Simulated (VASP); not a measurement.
KI: single point with r2SCAN

Crystal: KI.

```
K I
1.0
     4.29109    0.00000    0.00000
     0.00000    4.29109    0.00000
     0.00000    0.00000    4.29109
K I
1 1
Direct
  0.00000 0.00000 0.00000
  0.50000 0.50000 0.50000
```

```yaml
Program: VASP 6.6.1
Task: single point
Functional: r2SCAN
Potentials_or_basis: VASP PAW PBE potentials, release 64 (K_sv, I)
Cutoff: 520 eV
k_mesh: 4 × 4 × 4
Occupations: gaussian, width 0.01 eV
Spin: no spin polarisation
```

```
Pressure               : 0.1 GPa
Band gap on the k mesh : 4.04 eV (least direct gap 4.41 eV)
```

Levels at points of the mesh, in eV from the valence-band top:
```csv
k point,band 5,band 6,band 7,band 8,band 9,band 10,band 11,band 12
"(0.00, 0.00, 0.00)",-11.49,-0.37,-0.37,-0.37,4.04,5.25,5.25,9.09
"(0.50, 0.00, 0.00)",-11.17,-2.31,-0.29,-0.29,6.14,6.71,7.63,7.76
"(0.50, 0.50, 0.00)",-11.12,-1.75,-1.75,0.00,4.44,6.36,7.41,7.41
"(0.50, 0.50, 0.50)",-10.93,-1.69,-1.69,-1.69,6.13,6.13,6.13,9.62
```

Run time: 36 s on 1 thread of Oxide Virtual Turin-like Processor, with other jobs on the host, peak memory 0.16 GiB.

Caveat: the PAW data sets were made with another functional, which shifts forces and pressure a little; spin-orbit coupling is left out, which moves the levels of the heavy elements. A k mesh can miss the band edges.
